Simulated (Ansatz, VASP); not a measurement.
Fe in VASP and in Ansatz

Contents of INCAR:

```
PREC = Accurate ; ENCUT = 600
EDIFF = 1E-7 ; ISMEAR = -1
SIGMA = 0.1 ; LREAL = F
LASPH = T ; NELM = 150
ALGO = Normal ; ISIF = 3
LWAVE = F ; LCHARG = F
ISPIN = 2 ; MAGMOM = 2.5
LORBIT = 11 ; LMAXMIX = 4
GGA = PS ; IBRION = 2
NSW = 60 ; EDIFFG = -0.005
```

File KPOINTS:

```
regular mesh
0
Gamma
  22 22 22
```

The input POSCAR:

```
Fe
1.0
   -1.3940650116      1.3940650116      1.3940650116
    1.3940650116     -1.3940650116      1.3940650116
    1.3940650116      1.3940650116     -1.3940650116
Fe
1
Direct
    0.0000000000      0.0000000000      0.0000000000
```

Input for Ansatz:

```yaml
crystal:
  lattice:
    - [-1.3940650116, 1.3940650116, 1.3940650116]
    - [1.3940650116, -1.3940650116, 1.3940650116]
    - [1.3940650116, 1.3940650116, -1.3940650116]
  atoms:
    - { symbol: Fe, position: [0.0, 0.0, 0.0], spin: 2.5 }
magnetization:
  spin_polarized: true
kpoints:
  mp_grid: { grid: [22, 22, 22] }
scf:
  occupations: { method: fermi_dirac, width: 0.1 }
hamiltonian:
  xc: pbesol
  pseudopotentials: { kind: paw }
output:
  forces: true
  stress: true
  write_density: true
  write_potential: true
  elf: true
  volumetric_format: npy
relax:
  f_tol: 0.005
  max_steps: 40
  cell: {}
```

Alike in both runs: task relaxation of cell and atoms; functional PBEsol; k mesh 22 × 22 × 22; occupations fermi-dirac, width 0.1 eV; collinear spin.

|  | VASP | Ansatz |
| --- | --- | --- |
| version | VASP 6.6.1 | Ansatz 0.2.0 |
| potentials or method | VASP PAW PBE potentials, release 64 (Fe) | PAW with Ansatz's default frozen-core files, scalar-relativistic |
| plane-wave cutoff (eV) | 600 | 420 |
| valence electrons in the cell | 8 | 16 |

```tsv
	VASP	Ansatz	Ansatz less VASP
net moment per atom (μB)	2.11	2.10	-0.012
size of the moment on the site where the two differ most (μB)	2.09	2.12	+0.033
relaxed volume (Å³/atom)	10.83	10.84	+0.009
relaxed length of the cell vector where the two differ most in proportion (Å)	2.414	2.415	+0.0006
```

VASP's potentials were made for PBE, not for PBEsol. Site moments also hang on the region over which each program counts them. VASP's potentials hold 8 valence electrons a cell and Ansatz's 16, so a difference there can come from the potentials and not from the codes.
